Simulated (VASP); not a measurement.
# HW8C8 in VASP: single point with PBE

Aim: the single point of HW8C8 with PBE.

Program: VASP 6.6.1. These are calculated values, not measurements. Logs are shortened: lines on timing, memory, paths and dates and some standing lists are left out, and cuts for length are marked.

**1. The cell of the first run**

The cell holds a slab with vacuum, 17 atoms: a = 5.764 Å, b = 5.764 Å, c = 17.236 Å, α = 90.00°, β = 90.00°, γ = 120.00°.

**2. Single point, PBE**

The input, INCAR:

```
ALGO     = Normal         # electronic algorithm
EDIFF    = 1E-7           # SCF threshold, eV
ENCUT    = 520            # plane-wave cutoff, eV
GGA      = PE             # functional
ISIF     = 2              # what is computed and relaxed
ISMEAR   = -1             # smearing method
LASPH    = T              # aspherical terms in the spheres
LCHARG   = F              # write CHGCAR
LREAL    = Auto         
LWAVE    = F              # write WAVECAR
NBANDS   = 86             # bands
NELM     = 60             # most SCF steps
PREC     = Accurate       # precision mode
SIGMA    = 0.05           # smearing width, eV
```

The input, KPOINTS:

```
k-points
0
Gamma
  3 3 1
```

The input, POSCAR:

```
HW8C8
1.0
    5.7641400000      0.0000000000      0.0000000000
   -2.8820700000      4.9918920000      0.0000000000
    0.0000000000      0.0000000000     17.2358050000
W C H
8 8 1
Direct
    0.0000000000      0.0000000000      0.0580187580
    0.0088088468      0.0011017867      0.2222582583
    0.0000014646      0.4999907851      0.0580187580
    0.0129913720      0.4957839633      0.2219159476
    0.5000052046      0.0000000000      0.0580187580
    0.5133566873      0.0136220896      0.2287911705
    0.4999893205      0.4999907851      0.0580187580
    0.5072231913      0.5076231617      0.2216664670
    0.3221476379      0.1480200293      0.1310643744
    0.3384597412      0.1580563041      0.2879470962
    0.3184413100      0.6610319294      0.1326366828
    0.3523925124      0.6643973868      0.2903490728
    0.8380997125      0.1573952321      0.1364021002
    0.8381597719      0.1628240355      0.2994464140
    0.8214575501      0.6566448152      0.1354563944
    0.8317999728      0.6547417292      0.2889566226
    0.8425549738      1.1368234729      0.3663130327
```

Potentials or basis: VASP PAW PBE potentials, release 64 (W_sv, C, H).

On the command line:

```console
> cat potpaw_PBE.64/W_sv/POTCAR potpaw_PBE.64/C/POTCAR potpaw_PBE.64/H/POTCAR > POTCAR
> mpirun -np 1 vasp_std > vasp.out
```

OUTCAR:

```text
EDIFF = 1E-7
   ENCUT = 520
   GGA = PE
   ISIF = 2
   ISMEAR = -1
   LASPH = T
   LREAL = Auto
   NELM = 60
   PREC = Accurate

 ion  position               nearest neighbor table
   1  0.000  0.000  0.058-   9 2.04  13 2.09  15 2.17   2 2.83   7 2.88   3 2.88   5 2.88   5 2.88
                             3 2.88   7 2.88
   2  0.009  0.001  0.222-  10 2.00  16 2.08  14 2.13  13 2.20   9 2.22  15 2.28   1 2.83   4 2.84
                             8 2.87   6 2.88   6 2.89   8 2.90   4 2.92
   3  0.000  0.500  0.058-  11 2.04  15 2.14  13 2.18   4 2.83   7 2.88   1 2.88   5 2.88   5 2.88
                             1 2.88   7 2.88
   4  0.013  0.496  0.222-  16 2.05  12 2.06  14 2.13  11 2.17  13 2.24  15 2.31   8 2.82   3 2.83
                             6 2.83   2 2.84   2 2.92   6 2.94   8 2.95
   5  0.500  0.000  0.058-   9 2.06  11 2.13  13 2.16   3 2.88   1 2.88   7 2.88   7 2.88   1 2.88
                             3 2.88   6 2.94
   6  0.513  0.014  0.229-  10 1.89  14 2.03  12 2.04  13 2.27   9 2.35  11 2.42   4 2.83   8 2.87
                             2 2.88   2 2.89   8 2.90   4 2.94   5 2.94
   7  0.500  0.500  0.058-  15 2.09  11 2.14   9 2.16   8 2.82   3 2.88   1 2.88   5 2.88   5 2.88
                             1 2.88   3 2.88
   8  0.507  0.508  0.222-  12 1.95  16 1.99  10 2.09  15 2.16  11 2.30   9 2.38   4 2.82   7 2.82
                             6 2.87   2 2.87   2 2.90   6 2.90   4 2.95
   9  0.322  0.148  0.131-   1 2.04   5 2.06   7 2.16   2 2.22   6 2.35   8 2.38
  10  0.338  0.158  0.288-   6 1.89   2 2.00   8 2.09
  11  0.318  0.661  0.133-   3 2.04   5 2.13   7 2.14   4 2.17   8 2.30   6 2.42
  12  0.352  0.664  0.290-   8 1.95   6 2.04   4 2.06
  13  0.838  0.157  0.136-   1 2.09   5 2.16   3 2.18   2 2.20   4 2.24   6 2.27
  14  0.838  0.163  0.299-  17 1.16   6 2.03   2 2.13   4 2.13
  15  0.821  0.657  0.135-   7 2.09   3 2.14   8 2.16   1 2.17   2 2.28   4 2.31
  16  0.832  0.655  0.289-   8 1.99   4 2.05   2 2.08
  17  0.843  0.137  0.366-  14 1.16

  LATTYP: Found a hexagonal cell.
 ALAT       =     5.7641400000
 C/A-ratio  =     2.9901780665

  Lattice vectors:

 A1 = (   5.7641400000,   0.0000000000,   0.0000000000)
 A2 = (  -2.8820700000,   4.9918920000,   0.0000000000)
 A3 = (   0.0000000000,   0.0000000000,  17.2358050000)

Analysis of symmetry for initial positions (statically):
=====================================================================
 Subroutine PRICEL returns:
 Original cell was already a primitive cell.

 Routine SETGRP: Setting up the symmetry group for a
 hexagonal supercell.

 Subroutine GETGRP returns: Found  1 space group operations
 (whereof  1 operations were pure point group operations)
 out of a pool of 24 trial point group operations.

The static configuration has the point symmetry C_1 .

Analysis of symmetry for dynamics (positions and initial velocities):
=====================================================================
 Subroutine PRICEL returns:
 Original cell was already a primitive cell.

 Routine SETGRP: Setting up the symmetry group for a
 hexagonal supercell.

 Subroutine GETGRP returns: Found  1 space group operations
 (whereof  1 operations were pure point group operations)
 out of a pool of 24 trial point group operations.

The dynamic configuration has the point symmetry C_1 .

 Subroutine INISYM returns: Found  1 space group operations
 (whereof  1 operations are pure point group operations),
 and found     1 'primitive' translations

----------------------------------------------------------------------------------------

                                     Primitive cell

  volume of cell :     495.9424

  direct lattice vectors                    reciprocal lattice vectors
     5.764140000  0.000000000  0.000000000     0.173486418  0.100162423  0.000000000
    -2.882070000  4.991892000  0.000000000     0.000000000  0.200324847  0.000000000
     0.000000000  0.000000000 17.235805000     0.000000000  0.000000000  0.058018758

  length of vectors
     5.764140000  5.764140285 17.235805000     0.200324857  0.200324847  0.058018758

  position of ions in fractional coordinates (direct lattice)
     0.000000000  0.000000000  0.058018758
     0.008808847  0.001101787  0.222258258
     0.000001465  0.499990785  0.058018758
     0.012991372  0.495783963  0.221915948
     0.500005205  0.000000000  0.058018758
     0.513356687  0.013622090  0.228791171
[... 9 lines left out ...]
     0.831799973  0.654741729  0.288956623
     0.842554974  0.136823473  0.366313033

  ion indices of the primitive-cell ions
   primitive index   ion index
                 1           1
                 2           2
                 3           3
                 4           4
                 5           5
                 6           6
[... 9 lines left out ...]
                16          16
                17          17

----------------------------------------------------------------------------------------

 KPOINTS: k-points

Automatic generation of k-mesh.
 Grid dimensions read from file:
 generate k-points for:    3    3    1

 Generating k-lattice:

  Cartesian coordinates                     Fractional coordinates (reciprocal lattice)
     0.057828806  0.033387474  0.000000000     0.333333333  0.000000000  0.000000000
     0.000000000  0.066774949  0.000000000     0.000000000  0.333333333  0.000000000
     0.000000000  0.000000000  0.058018758     0.000000000  0.000000000  1.000000000

  Length of vectors
     0.066774952  0.066774949  0.058018758

  Shift w.r.t. Gamma in fractional coordinates (k-lattice)
     0.000000000  0.000000000  0.000000000

 Subroutine IBZKPT returns following result:
 ===========================================

 Found      5 irreducible k-points:

 Following reciprocal coordinates:
            Coordinates               Weight
  0.000000  0.000000  0.000000      1.000000
  0.333333  0.000000  0.000000      2.000000
  0.000000  0.333333  0.000000      2.000000
 -0.333333  0.333333  0.000000      2.000000
  0.333333  0.333333  0.000000      2.000000
   k-points           NKPTS =      5   k-points in BZ     NKDIM =      5   number of bands    NBANDS=     86
   number of dos      NEDOS =    301   number of ions     NIONS =     17
   total plane-waves  NPLWV = 294912
   dimension x,y,z NGX =    48 NGY =   48 NGZ =  128
   dimension x,y,z NGXF=    96 NGYF=   96 NGZF=  256
   ions per type =               8   8   1
   NGX,Y,Z   is equivalent  to a cutoff of  13.84, 13.84, 12.35 a.u.
   NGXF,Y,Z  is equivalent  to a cutoff of  27.69, 27.69, 24.69 a.u.
 SYSTEM =  unknown system
   PREC   = accura    normal or accurate (medium, high low for compatibility)
   ISTART =      0    job   : 0-new  1-cont  2-samecut
   ICHARG =      2    charge: 1-file 2-atom 10-const
   ISPIN  =      1    spin polarized calculation?
   LNONCOLLINEAR =      F non collinear calculations
   LSORBIT =      F    spin-orbit coupling
   LASPH  =      T    aspherical Exc in radial PAW
   ENCUT  =  520.0 eV  38.22 Ry    6.18 a.u.  10.72 10.72 32.05*2*pi/ulx,y,z
   NELM   =     60;   NELMIN=  2; NELMDL= -5     # of ELM steps
   EDIFF  = 0.1E-06   stopping-criterion for ELM
   LREAL  =      T    real-space projection
   EDIFFG = 0.1E-05   stopping-criterion for IOM
   NSW    =      0    number of steps for IOM
   IBRION =     -1    ionic relax: 0-MD 1-quasi-New 2-CG
   NFREE  =      0    steps in history (QN), initial steepest desc. (CG)
   ISIF   =      2    stress and relaxation
   ISYM   =      2    0-nonsym 1-usesym 2-fastsym
   POTIM  = 0.5000    time-step for ionic-motion
   TEBEG  =    0.0;   TEEND  =   0.0 temperature during run
   PSTRESS=    0.0 pullay stress
   NELECT =     145.0000    total number of electrons
   NUPDOWN=      -1.0000    fix difference up-down
   EMIN   =  10.00;   EMAX   =-10.00  energy-range for DOS
   EFERMI =   0.00;   METHOD = LEGACY
   ISMEAR =    -1;   SIGMA  =   0.05  broadening in eV -4-tet -1-fermi 0-gaus
   EFERMI_NEDOS =   21; number of points for ismear=-14 and -15
   IALGO  =     38    algorithm
   IMIX   =      4    mixing-type and parameters
     AMIX     =   0.40;   BMIX     =  1.00
     AMIX_MAG =   1.60;   BMIX_MAG =  1.00
  volume/ion in A,a.u.               =      29.17       196.87
  Fermi-wavevector in a.u.,A,eV,Ry     =   1.086560  2.053301 16.063212  1.180613
  Thomas-Fermi vector in A             =   2.222700
   LORBIT       =      0    0 simple, 1 ext, 2 COOP (PROOUT), +10 PAW based schemes
   GGA     = PE    functional components
   LHFCALC =     F    Hartree Fock is set to
   AEXX    =    0.0000 exact exchange contribution
   IVDW    =     0    specifies the selected vdW correction
   LEPSILON=     F    determine dielectric tensor
   LRPA    =     F    only Hartree local field effects (RPA)
 non-spin polarized calculation
  energy-cutoff  :      520.00
  volume of cell :      495.94
 maximum number of plane-waves:     13409
 NGX is ok and might be reduce to    48
   NGX = 21   NGY = 21   NGZ = 65

 number of electron     144.9999990 magnetization

 Free energy of the ion-electron system (eV)
  ---------------------------------------------------
  ext. energy  EPLUGINS =         0.00000000
  ---------------------------------------------------
  free energy    TOTEN  =      -166.43927860 eV

  energy without entropy =     -166.41941465  energy(sigma->0) =     -166.42934663

 E-fermi :   0.1792     XC(G=0):  -5.8201

 val. band max:        0.0640212438   @ k =   0.3333   0.0000   0.0000
 cond. band min:       0.4973460556   @ k =   0.0000   0.0000   0.0000
 fundamental gap:      0.4333248119
 Fermi energy:         0.1792444063

 k-point     1 :       0.0000    0.0000    0.0000
  band No.  band energies     occupation
      1     -73.5762      2.00000
      2     -73.5514      2.00000
      3     -73.5184      2.00000
      4     -73.5094      2.00000
      5     -73.4949      2.00000
      6     -73.4873      2.00000
[... 424 lines left out ...]
     83       2.7848      0.00000
     84       2.9146      0.00000
 [bands above 84 left out]

------------------------ aborting loop because EDIFF is reached ----------------------------------------

  FORCE on cell =-STRESS in cart. coord.  units (eV):
  Direction    XX          YY          ZZ          XY          YZ          ZX
  --------------------------------------------------------------------------------------
  -------------------------------------------------------------------------------------
  Total       17.4868896     11.8616859      1.9409314     -0.0871109      3.0652882     -2.4764362
  in kB       56.4926409     38.3200200      6.2703169     -0.2814181      9.9026317     -8.0003035
  external PRESSURE =      33.6943259 kB  Pullay stress =       0.0000000 kB

 VOLUME and BASIS-vectors are now :
 -----------------------------------------------------------------------------
  energy-cutoff  :      520.00
  volume of cell :      495.94
      direct lattice vectors                 reciprocal lattice vectors
     5.764140000  0.000000000  0.000000000     0.173486418  0.100162423  0.000000000
    -2.882070000  4.991892000  0.000000000     0.000000000  0.200324847  0.000000000
     0.000000000  0.000000000 17.235805000     0.000000000  0.000000000  0.058018758

 POSITION                                       TOTAL-FORCE (eV/Angst)
 -----------------------------------------------------------------------------------
      0.00000      0.00000      1.00000        -0.341638     -0.650936     -0.869739
      0.04760      0.00550      3.83080        -0.065815     -1.062862      1.199061
     -1.44100      2.49590      1.00000        -0.344756     -0.586899     -0.565367
     -1.35400      2.47490      3.82490        -1.390143      0.711725      1.661268
      2.88210      0.00000      1.00000         0.407343     -0.258953      0.005992
      2.91980      0.06800      3.94340         0.354553     -2.588412     -1.641394
[... 9 lines left out ...]
      2.90760      3.26840      4.98040         0.735712      0.744745     -0.610075
      4.46227      0.68301      6.31370        -0.199386      0.443077     -1.895903
 -----------------------------------------------------------------------------------
    total drift:                               -0.001433      0.011830     -0.011144

  FREE ENERGIE OF THE ION-ELECTRON SYSTEM (eV)
  ---------------------------------------------------
  free  energy   TOTEN  =      -166.4392785995 eV

  energy  without entropy=     -166.4194146529  energy(sigma->0) =     -166.42934663
```

Wall time 25 min (1 thread of Intel Xeon 8259CL, shared host); peak memory 0.68 GiB.

What came out:

```yaml
Free_energy: -166.4393 eV
Largest_force: 3.085 eV/Å
Band_gap_on_the_k_mesh: zero (an odd number of electrons rules out a gap without spin polarisation)
```

Forces on the atoms (eV/Å):
```
W   -0.342 -0.651 -0.870
W   -0.066 -1.063  1.199
W   -0.345 -0.587 -0.565
W   -1.390  0.712  1.661
W    0.407 -0.259  0.006
W    0.355 -2.588 -1.641
W   -0.195 -0.341 -0.789
W    0.250 -1.532  0.650
C    0.395  1.541  0.797
C   -0.975  0.880  0.748
C    1.389  0.596  0.381
C   -0.992  0.558 -0.186
C   -0.728  0.774 -0.140
C    0.812  0.060  1.540
C    0.889  0.713 -0.286
C    0.736  0.745 -0.610
H   -0.199  0.443 -1.896
```

Levels at points of the mesh, in eV from the Fermi level:
```tsv
k point	band 70	band 71	band 72	band 73	band 74	band 75	band 76	band 77
(0.00, 0.00, 0.00)	0.32	0.58	0.61	0.63	0.67	1.23	1.42	1.51
```

Caveat: the k points lie up to 0.42 Å⁻¹ apart, too coarse for converged energies and pressures of a metal; the atoms stand as in a frame of molecular dynamics; spin-orbit coupling is left out, which moves the levels of the heavy elements.
